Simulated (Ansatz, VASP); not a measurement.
**Two plane-wave programs on Si4BW**

```
Si B W
1.0
     5.67104    0.00000    0.00000
     0.00000    5.67104    0.00000
     0.00000    0.00000    2.67723
Si B W
4 1 1
Direct
  0.85807 0.34480 0.00000
  0.14193 0.65520 0.00000
  0.34480 0.14193 0.00000
  0.65520 0.85807 0.00000
  0.00000 0.00000 0.00000
  0.50000 0.50000 0.50000
```

Change from the starting cell: the structure that the rattled cell fell into.

Alike in both runs: functional PBE; k mesh 8 × 8 × 14; occupations gaussian, width 0.1 eV; no spin polarisation.

Ansatz relaxed the structure, and its values are those at the end. VASP's run is a single point on that final structure, the one shown.

|  | VASP | Ansatz |
| --- | --- | --- |
| version | VASP 6.6.1 | Ansatz 0.2.0 |
| potentials or method | VASP PAW PBE potentials, release 64 (Si, B, W_sv), cutoff 520 eV | scalar-relativistic, plane waves, PAW |
| valence electrons in the cell | 33 | 33 |

|  | VASP | Ansatz | Ansatz less VASP |
| --- | --- | --- | --- |
| gap on the k mesh at the Fermi level (eV) | none | none | - |
| pressure (GPa) | 0.0 | 0.0 | -0.01 |
| rms of the force components (eV/Å) | 0.004 | 0.001 | -0.0034 |

A gap of «none» marks a metal or a gap that the smearing closes. The functional is the same, so the differences come from potentials, cutoffs and numerics.

Neither program's run includes spin-orbit coupling.
